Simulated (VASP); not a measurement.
Rh, 1 atom in the cell. The structure is cubic, space group Fm-3m (No. 225). The conventional cell has a = 3.803 Å, b = 3.803 Å, c = 3.803 Å, α = 90.00°, β = 90.00°, γ = 90.00°. Within 3.5 Å of Rh (site symmetry m-3m) lie 12 Rh at 2.69 Å. 

```yaml
Program: VASP 6.6.1
Task: single point
Functional: PBEsol
Potentials_or_basis: VASP PAW PBE potentials, release 64 (Rh_pv)
Cutoff: 500 eV
k_mesh: 22 × 22 × 22
Occupations: gaussian, width 0.15 eV
Spin: no spin polarisation
Dipole_correction: no
Further_INCAR_settings: ALGO = Normal; EDIFF = 1e-06; NBANDS = 14
```

Potentials or basis: VASP PAW PBE potentials, release 64 (Rh_pv).

Command:

```sh
$ cat potpaw_PBE.64/Rh_pv/POTCAR > POTCAR
$ mpirun -np 1 vasp_std > vasp.out
```

Hardware: 1 thread of Intel Xeon 8259CL (shared host).

Question: Estimate the wall time of this run.

Answer: Wall time 62 s on 1 thread of Intel Xeon 8259CL, on a shared host, peak memory 0.17 GiB. Counts: scf iterations 11, k points 328.
